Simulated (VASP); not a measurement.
## Si: single point with LDA

Si:

```
Si
1.0
     3.75227    0.00000    0.00000
    -1.87614    3.24956    0.00000
     0.00000    0.00000    6.45541
Si
4
Direct
  0.33333 0.66667 0.04395
  0.66667 0.33333 0.54395
  0.33333 0.66667 0.45605
  0.66667 0.33333 0.95605
```

This isn't the form of Si at room conditions, which is diamond.

This cell differs from its parent crystal: atoms shifted along a free coordinate, c/a of the conventional cell at fixed volume 1.7204.

```
Program                : VASP 6.6.1
Task                   : single point
Functional             : LDA
Potentials or basis    : VASP PAW LDA potentials, release 64 (Si)
Cutoff                 : 520 eV
k mesh                 : 12 × 12 × 6
Occupations            : gaussian, width 0.03 eV
Spin                   : no spin polarisation
Dipole correction      : no
Further INCAR settings : ALGO = Normal; EDIFF = 1e-07; NBANDS = 16
```

```
Pressure               : 3.6 GPa
Largest force          : 2.107 eV/Å
Band gap on the k mesh : zero (bands 8 and 9 overlap by 0.77 eV)
```

Forces in eV/Å, atoms in the order of the input:
```
Si   0.000  0.000  2.107
Si   0.000  0.000  2.107
Si   0.000  0.000 -2.107
Si   0.000  0.000 -2.107
```

Stress tensor (GPa, compression positive):
```
 9.97  0.00  0.00
 0.00  9.97  0.00
 0.00  0.00 -9.23
```

Levels at points of the mesh, in eV from the Fermi level:
| k point | band 5 | band 6 | band 7 | band 8 | band 9 | band 10 | band 11 | band 12 |
| --- | --- | --- | --- | --- | --- | --- | --- | --- |
| (0.00, 0.00, 0.00) | -2.01 | -0.98 | -0.98 | 0.60 | 0.74 | 0.86 | 1.91 | 1.91 |
| (0.50, 0.00, 0.00) | -4.43 | -3.60 | -2.69 | -2.45 | -0.17 | 1.58 | 2.87 | 3.50 |
| (0.00, 0.00, 0.50) | -1.56 | -1.56 | -1.56 | -1.56 | 1.54 | 1.54 | 2.54 | 2.54 |
| (0.50, 0.00, 0.50) | -3.11 | -3.11 | -2.34 | -2.34 | 0.52 | 0.52 | 0.70 | 0.70 |

It took 120 s on 1 thread of Intel Xeon 8259CL (shared host), peak memory 0.19 GiB.

Caveat: the cell stands under pressure; semilocal functionals underestimate gaps, so a narrow gap can read as zero; forces of over 1 eV/Å act on the atoms, so gaps and moduli don't describe the material at rest.
